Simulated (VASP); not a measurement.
# WSe2 in VASP: single point with PBE

Aim: the single point of WSe2 with PBE.

Program: VASP 6.6.1. These are calculated values, not measurements. Logs are shortened: lines on timing, memory, paths and dates and some standing lists are left out, and cuts for length are marked.

**1. The cell of the first run**

The cell holds a slab with vacuum, 3 atoms: a = 3.211 Å, b = 3.352 Å, c = 17.178 Å, α = 88.58°, β = 92.97°, γ = 118.62°.

**2. Single point, PBE (strained and its atoms moved)**

The input, INCAR:

```
SYSTEM = WSe2
ALGO     = Normal         ! electronic algorithm
EDIFF    = 1E-6           ! SCF threshold, eV
ENCUT    = 500            ! plane-wave cutoff, eV
GGA      = PE             ! functional
GGA_COMPAT= .FALSE.      
ISIF     = 2              ! what is computed and relaxed
ISMEAR   = 0              ! smearing method
LASPH    = .TRUE.         ! aspherical terms in the spheres
LCHARG   = .TRUE.         ! write CHGCAR
LELF     = .TRUE.         ! ELF
LREAL    = .FALSE.        ! projectors in reciprocal space
LVHAR    = .TRUE.       
LWAVE    = .FALSE.        ! write WAVECAR
NBANDS   = 20             ! bands
NELM     = 120            ! most SCF steps
PREC     = Accurate       ! precision mode
SIGMA    = 0.02           ! smearing width, eV
```

The input, KPOINTS:

```
k-points
0
G
  9 9 2
  0 0 0
```

The input, POSCAR:

```
WSe2
1.0
    3.2096732894      0.0000000000     -0.0858018662
   -1.6048366448      2.9420354715      0.0429009331
   -0.4307795630      0.0000000000     17.1723792765
W Se
1 2
Direct
   -0.0034326490     -0.0068652980      0.0000000000
    0.3317939590      0.6700993190      0.1016284460
    0.3383053500      0.6700993190      0.8983715540
```

Potentials or basis: VASP PAW PBE potentials, release 64 (W_sv, Se).

On the command line:

```
$ cat potpaw_PBE.64/W_sv/POTCAR potpaw_PBE.64/Se/POTCAR > POTCAR
$ mpirun -np 1 vasp_std > vasp.out
```

OUTCAR:

```text
SYSTEM = WSe2
   EDIFF = 1E-6
   ENCUT = 500
   GGA = PE
   ISIF = 2
   ISMEAR = 0
   LASPH = .TRUE.
   LREAL = .FALSE.
   NELM = 120
   PREC = Accurate

 ion  position               nearest neighbor table
   1  0.997  0.993  0.000-   2 2.49   3 2.49   3 2.62   2 2.62   3 2.65   2 2.65
   2  0.332  0.670  0.102-   1 2.49   1 2.62   1 2.65
   3  0.338  0.670  0.898-   1 2.49   1 2.62   1 2.65

  LATTYP: Found a base centered monoclinic cell.
 ALAT       =     3.2108199241
 B/A-ratio  =     1.8325758162
 C/A-ratio  =     5.3499673032
 COS(beta)  =    -0.0517830858

  Lattice vectors:

 A1 = (   1.6048366448,  -2.9420354715,  -0.0429009331)
 A2 = (   1.6048366446,   2.9420354715,  -0.0429009331)
 A3 = (  -0.4307795630,   0.0000000000,  17.1723792765)

Analysis of symmetry for initial positions (statically):
=====================================================================
 Subroutine PRICEL returns:
 Original cell was already a primitive cell.

 Routine SETGRP: Setting up the symmetry group for a
 base centered monoclinic supercell.

 Subroutine GETGRP returns: Found  2 space group operations
 (whereof  2 operations were pure point group operations)
 out of a pool of  4 trial point group operations.

The static configuration has the point symmetry C_2 .

Analysis of symmetry for dynamics (positions and initial velocities):
=====================================================================
 Subroutine PRICEL returns:
 Original cell was already a primitive cell.

 Routine SETGRP: Setting up the symmetry group for a
 base centered monoclinic supercell.

 Subroutine GETGRP returns: Found  2 space group operations
 (whereof  2 operations were pure point group operations)
 out of a pool of  4 trial point group operations.

The dynamic configuration has the point symmetry C_2 .

 Subroutine INISYM returns: Found  2 space group operations
 (whereof  2 operations are pure point group operations),
 and found     1 'primitive' translations

----------------------------------------------------------------------------------------

                                     Primitive cell

  volume of cell :     162.0496

  direct lattice vectors                    reciprocal lattice vectors
     3.209673289  0.000000000 -0.085801866     0.311767260  0.169950364  0.007820871
    -1.604836645  2.942035472  0.042900933     0.000000000  0.339900728  0.000000000
    -0.430779563  0.000000000 17.172379276     0.001557746  0.000000000  0.058272126

  length of vectors
     3.210819924  3.351553947 17.177781610     0.355166322  0.339900728  0.058292943

  position of ions in fractional coordinates (direct lattice)
     0.996567351  0.993134702  0.000000000
     0.331793959  0.670099319  0.101628446
     0.338305350  0.670099319  0.898371554

  ion indices of the primitive-cell ions
   primitive index   ion index
                 1           1
                 2           2
                 3           3

----------------------------------------------------------------------------------------

 KPOINTS: k-points

Automatic generation of k-mesh.
 Grid dimensions read from file:
 generate k-points for:    9    9    2

 Generating k-lattice:

  Cartesian coordinates                     Fractional coordinates (reciprocal lattice)
     0.034640807  0.018883374  0.000868986     0.111111111  0.000000000  0.000000000
     0.000000000  0.037766748  0.000000000     0.000000000  0.111111111  0.000000000
     0.000778873  0.000000000  0.029136063     0.000000000  0.000000000  0.500000000

  Length of vectors
     0.039462925  0.037766748  0.029146472

  Shift w.r.t. Gamma in fractional coordinates (k-lattice)
     0.000000000  0.000000000  0.000000000

 Subroutine IBZKPT returns following result:
 ===========================================

 Found     50 irreducible k-points:

 Following reciprocal coordinates:
            Coordinates               Weight
  0.000000  0.000000  0.000000      1.000000
  0.111111  0.000000 -0.000000      4.000000
  0.222222  0.000000 -0.000000      4.000000
  0.333333  0.000000 -0.000000      4.000000
  0.444444  0.000000 -0.000000      4.000000
  0.000000  0.111111  0.000000      2.000000
[... 16 lines left out ...]
  0.333333  0.333333 -0.000000      2.000000
  0.000000  0.444444  0.000000      2.000000
 [... further k-points ...]
   k-points           NKPTS =     50   k-points in BZ     NKDIM =     50   number of bands    NBANDS=     20
   number of dos      NEDOS =    301   number of ions     NIONS =      3
   total plane-waves  NPLWV =  72576
   dimension x,y,z NGX =    24 NGY =   24 NGZ =  126
   dimension x,y,z NGXF=    48 NGYF=   48 NGZF=  252
   ions per type =               1   2
   NGX,Y,Z   is equivalent  to a cutoff of  12.43, 11.90, 12.19 a.u.
   NGXF,Y,Z  is equivalent  to a cutoff of  24.85, 23.81, 24.39 a.u.
 SYSTEM =  WSe2
   PREC   = accura    normal or accurate (medium, high low for compatibility)
   ISTART =      0    job   : 0-new  1-cont  2-samecut
   ICHARG =      2    charge: 1-file 2-atom 10-const
   ISPIN  =      1    spin polarized calculation?
   LNONCOLLINEAR =      F non collinear calculations
   LSORBIT =      F    spin-orbit coupling
   LASPH  =      T    aspherical Exc in radial PAW
   ENCUT  =  500.0 eV  36.75 Ry    6.06 a.u.   5.85  6.11 31.32*2*pi/ulx,y,z
   NELM   =    120;   NELMIN=  2; NELMDL= -5     # of ELM steps
   EDIFF  = 0.1E-05   stopping-criterion for ELM
   LREAL  =      F    real-space projection
   EDIFFG = 0.1E-04   stopping-criterion for IOM
   NSW    =      0    number of steps for IOM
   IBRION =     -1    ionic relax: 0-MD 1-quasi-New 2-CG
   NFREE  =      0    steps in history (QN), initial steepest desc. (CG)
   ISIF   =      2    stress and relaxation
   ISYM   =      2    0-nonsym 1-usesym 2-fastsym
   POTIM  = 0.5000    time-step for ionic-motion
   TEBEG  =    0.0;   TEEND  =   0.0 temperature during run
   PSTRESS=    0.0 pullay stress
   NELECT =      26.0000    total number of electrons
   NUPDOWN=      -1.0000    fix difference up-down
   EMIN   =  10.00;   EMAX   =-10.00  energy-range for DOS
   EFERMI =   0.00;   METHOD = LEGACY
   ISMEAR =     0;   SIGMA  =   0.02  broadening in eV -4-tet -1-fermi 0-gaus
   EFERMI_NEDOS =   21; number of points for ismear=-14 and -15
   IALGO  =     38    algorithm
   IMIX   =      4    mixing-type and parameters
     AMIX     =   0.40;   BMIX     =  1.00
     AMIX_MAG =   1.60;   BMIX_MAG =  1.00
  volume/ion in A,a.u.               =      54.02       364.52
  Fermi-wavevector in a.u.,A,eV,Ry     =   0.889577  1.681056 10.766922  0.791346
  Thomas-Fermi vector in A             =   2.011155
   LORBIT       =      0    0 simple, 1 ext, 2 COOP (PROOUT), +10 PAW based schemes
   GGA     = PE    functional components
   LHFCALC =     F    Hartree Fock is set to
   AEXX    =    0.0000 exact exchange contribution
   IVDW    =     0    specifies the selected vdW correction
   LEPSILON=     F    determine dielectric tensor
   LRPA    =     F    only Hartree local field effects (RPA)
 non-spin polarized calculation
 Gauss-broadening in eV      SIGMA  =   0.02
  energy-cutoff  :      500.00
  volume of cell :      162.05
 maximum number of plane-waves:      4146
   NGX = 11   NGY = 13   NGZ = 63

 number of electron      26.0000001 magnetization

 Free energy of the ion-electron system (eV)
  ---------------------------------------------------
  ext. energy  EPLUGINS =         0.00000000
  ---------------------------------------------------
  free energy    TOTEN  =       -21.42262275 eV

  energy without entropy =      -21.42262275  energy(sigma->0) =      -21.42262275

 E-fermi :  -0.6069     XC(G=0):  -4.7213

 val. band max:       -0.8385927100   @ k =   0.3333   0.3333  -0.0000
 cond. band min:       0.6538605465   @ k =   0.2222   0.1111  -0.0000
 fundamental gap:      1.4924532565
 Fermi energy:        -0.6069469804

 k-point     1 :       0.0000    0.0000    0.0000
  band No.  band energies     occupation
      1     -75.0042      2.00000
      2     -39.2284      2.00000
      3     -39.1301      2.00000
      4     -39.0339      2.00000
      5     -15.4584      2.00000
      6     -14.4062      2.00000
[... 12 lines left out ...]
     19       3.8883      0.00000
     20       4.2662      0.00000

 k-point     2 :       0.1111    0.0000   -0.0000
  band No.  band energies     occupation
      1     -75.0029      2.00000
      2     -39.2233      2.00000
      3     -39.1393      2.00000
      4     -39.0590      2.00000
      5     -15.2733      2.00000
      6     -14.3012      2.00000
[... 12 lines left out ...]
     19       4.1440      0.00000
     20       4.7723      0.00000

 k-point     3 :       0.2222    0.0000   -0.0000
  band No.  band energies     occupation
      1     -74.9997      2.00000
      2     -39.2107      2.00000
      3     -39.1724      2.00000
      4     -39.1119      2.00000
      5     -14.7607      2.00000
      6     -14.0123      2.00000
[... 12 lines left out ...]
     19       4.8244      0.00000
     20       5.4581      0.00000

 k-point     4 :       0.3333    0.0000   -0.0000
  band No.  band energies     occupation
      1     -74.9960      2.00000
      2     -39.2350      2.00000
      3     -39.1958      2.00000
      4     -39.1466      2.00000
      5     -14.0664      2.00000
      6     -13.6312      2.00000
[... 12 lines left out ...]
     19       5.5852      0.00000
     20       5.7471      0.00000

 k-point     5 :       0.4444    0.0000   -0.0000
  band No.  band energies     occupation
      1     -74.9937      2.00000
      2     -39.2821      2.00000
      3     -39.1865      2.00000
      4     -39.1618      2.00000
      5     -13.5015      2.00000
      6     -13.3430      2.00000
[... 12 lines left out ...]
     19       5.7258      0.00000
     20       6.0223      0.00000
[... 353 lines left out ...]
      6     -13.5597      2.00000
[... 12 lines left out ...]
     19       5.8571      0.00000
     20       6.2474      0.00000

 k-point    22 :       0.2222    0.3333   -0.0000
  band No.  band energies     occupation
      1     -74.9948      2.00000
      2     -39.2834      2.00000
      3     -39.1890      2.00000
      4     -39.1469      2.00000
      5     -13.4743      2.00000
      6     -13.3275      2.00000
[... 12 lines left out ...]
     19       6.5476      0.00000
     20       7.0803      0.00000

 k-point    23 :       0.3333    0.3333   -0.0000
  band No.  band energies     occupation
      1     -74.9932      2.00000
      2     -39.2564      2.00000
      3     -39.2098      2.00000
      4     -39.1826      2.00000
      5     -13.2281      2.00000
      6     -13.1840      2.00000
[... 12 lines left out ...]
     19       5.5776      0.00000
     20       7.6059      0.00000

 k-point    24 :       0.0000    0.4444    0.0000
  band No.  band energies     occupation
      1     -74.9969      2.00000
      2     -39.3103      2.00000
      3     -39.1960      2.00000
      4     -39.0712      2.00000
      5     -13.7776      2.00000
      6     -13.5234      2.00000
[... 12 lines left out ...]
     19       5.8389      0.00000
     20       6.1493      0.00000

 [... further k-points ...]
[... 5 lines left out ...]
  --------------------------------------------------------------------------------------
  -------------------------------------------------------------------------------------
  Total        1.8444812     -2.2830749     -2.7388208      0.0000000      0.0000000      2.6447111
  in kB       18.2363090    -22.5726669    -27.0786076      0.0000000      0.0000000     26.1481491
  external PRESSURE =     -10.4716552 kB  Pullay stress =       0.0000000 kB

 VOLUME and BASIS-vectors are now :
 -----------------------------------------------------------------------------
  energy-cutoff  :      500.00
  volume of cell :      162.05
      direct lattice vectors                 reciprocal lattice vectors
     3.209673289  0.000000000 -0.085801866     0.311767260  0.169950364  0.007820871
    -1.604836645  2.942035472  0.042900933     0.000000000  0.339900728  0.000000000
    -0.430779563  0.000000000 17.172379276     0.001557746  0.000000000  0.058272126

 POSITION                                       TOTAL-FORCE (eV/Angst)
 -----------------------------------------------------------------------------------
      1.60484      2.92184     -0.04290        -0.000000      0.800740      0.000000
     -0.05423      1.97146      1.74548         0.772437     -0.400370     -0.761113
     -0.37655      1.97146     15.42690        -0.772437     -0.400370      0.761113
 -----------------------------------------------------------------------------------
    total drift:                                0.000011      0.000265     -0.000001

  FREE ENERGIE OF THE ION-ELECTRON SYSTEM (eV)
  ---------------------------------------------------
  free  energy   TOTEN  =       -21.4226227496 eV

  energy  without entropy=      -21.4226227496  energy(sigma->0) =      -21.42262275
```

It took 3.8 min on 1 thread of Oxide Virtual Turin-like, shared host; peak memory 0.3 GiB.

Results:

```yaml
Free_energy: -21.4226 eV
Largest_force: 1.156 eV/Å
Band_gap_on_the_k_mesh: 1.49 eV (least direct gap 1.68 eV)
```

Forces on the atoms (eV/Å):
```
W    0.000  0.801  0.000
Se   0.772 -0.400 -0.761
Se  -0.772 -0.400  0.761
```

Levels at points of the mesh, in eV from the valence-band top:
| k point | band 9 | band 10 | band 11 | band 12 | band 13 | band 14 | band 15 | band 16 | band 17 | band 18 |
| --- | --- | --- | --- | --- | --- | --- | --- | --- | --- | --- |
| (0.00, 0.00, 0.00) | -2.43 | -1.63 | -1.10 | -1.03 | -0.51 | 2.39 | 2.69 | 3.10 | 3.19 | 4.09 |
| (0.00, 0.00, 0.50) | -2.43 | -1.63 | -1.10 | -1.03 | -0.51 | 2.39 | 2.69 | 3.10 | 3.19 | 4.16 |

Caveat: the cell differs from its parent crystal (strained and its atoms moved); there is no dipole correction, which matters where the two faces differ; spin-orbit coupling is left out, which moves the levels of the heavy elements.
